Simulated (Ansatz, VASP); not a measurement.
# Two plane-wave programs on P

```
CELL_PARAMETERS angstrom
6.65436 0.00000 0.00000
-3.32718 5.76284 0.00000
0.00000 0.00000 5.21920
ATOMIC_POSITIONS crystal
P 0.10115 0.74061 0.87415
P 0.25939 0.36054 0.54082
P 0.63946 0.89885 0.20749
P 0.89885 0.25939 0.37415
P 0.74061 0.63946 0.04082
P 0.36054 0.10115 0.70749
P 0.10115 0.36054 0.95918
P 0.63946 0.74061 0.62585
P 0.25939 0.89885 0.29251
P 0.89885 0.63946 0.45918
P 0.36054 0.25939 0.12585
P 0.74061 0.10115 0.79251
```

Alike in both runs: functional PBE; k mesh 6 × 6 × 8; occupations gaussian, width 0.1 eV; no spin polarisation.

Ansatz relaxed the structure, and its values are those at the end. VASP's run is a single point on that final structure, the one shown.

|  | VASP | Ansatz |
| --- | --- | --- |
| version | VASP 6.6.1 | Ansatz 0.2.0 |
| potentials or method | VASP PAW PBE potentials, release 64 (P), cutoff 520 eV | scalar-relativistic, plane waves, PAW |
| valence electrons in the cell | 60 | 60 |

Ansatz gave:

- gap on the k mesh at the Fermi level (eV): none
- pressure (GPa): 0.0
- rms of the force components (eV/Å): 0.000

Q: Estimate VASP's values.

A: gap on the k mesh at the Fermi level (eV): none; pressure (GPa): -0.2; rms of the force components (eV/Å): 0.016.

A gap of «none» marks a metal or a gap that the smearing closes. With one functional, cell and mesh, what is left measures potentials, basis and numerics.
